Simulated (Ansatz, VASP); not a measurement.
**Two plane-wave programs on Mo**

Contents of INCAR:

```
SYSTEM = Mo
  PREC = Accurate
  ENCUT = 520
  EDIFF = 1E-6
  ISMEAR = 0
  SIGMA = 0.15
  LREAL = .False.
  LASPH = .True.
  NELM = 80
  ALGO = Fast
  ISIF = 2
  LWAVE = .False.
  LCHARG = .False.
  GGA = PE
  NBANDS = 13
```

Contents of KPOINTS:

```
Automatic mesh
0
Gamma
  22 22 22
  0 0 0
```

File POSCAR:

```
Mo
1.0
   -1.1995784126      1.6645164842      1.6645164842
    1.6645164842     -1.1995784126      1.6645164842
    1.6645164842      1.6645164842     -1.1995784126
Mo
1
Direct
    0.0000000000      0.0000000000      0.0000000000
```

Input for Ansatz:

```yaml
crystal:
  lattice:
    - [-1.1995784126, 1.6645164842, 1.6645164842]
    - [1.6645164842, -1.1995784126, 1.6645164842]
    - [1.6645164842, 1.6645164842, -1.1995784126]
  atoms:
    - { symbol: Mo, position: [0.0, 0.0, 0.0] }
basis:
  ecutwfc: 420
kpoints:
  mp_grid: { grid: [22, 22, 22] }
hamiltonian:
  xc: pbe
  pseudopotentials: { kind: paw, azcp: { folder: soft_1 } }
scf:
  occupations: { method: gaussian, width: 0.15 }
output:
  forces: true
  stress: true
  eigenvalues: true
```

Alike in both runs: task single point; functional PBE; k mesh 22 × 22 × 22; occupations gaussian, width 0.15 eV; no spin polarisation.

```csv
,VASP,Ansatz
version,VASP 6.6.1,Ansatz 0.2.0
potentials or method,"VASP PAW PBE potentials, release 64 (Mo_sv), cutoff 520 eV","scalar-relativistic, plane waves, PAW"
valence electrons in the cell,14,14
```

```tsv
	VASP	Ansatz	Ansatz less VASP
gap on the k mesh at the Fermi level (eV)	none	none	-
pressure (GPa)	-7.3	-7.7	-0.42
traceless stress, the component that is largest in VASP (GPa)	-10.77	-10.75	+0.020
```

A gap of «none» marks a metal or a gap that the smearing closes.
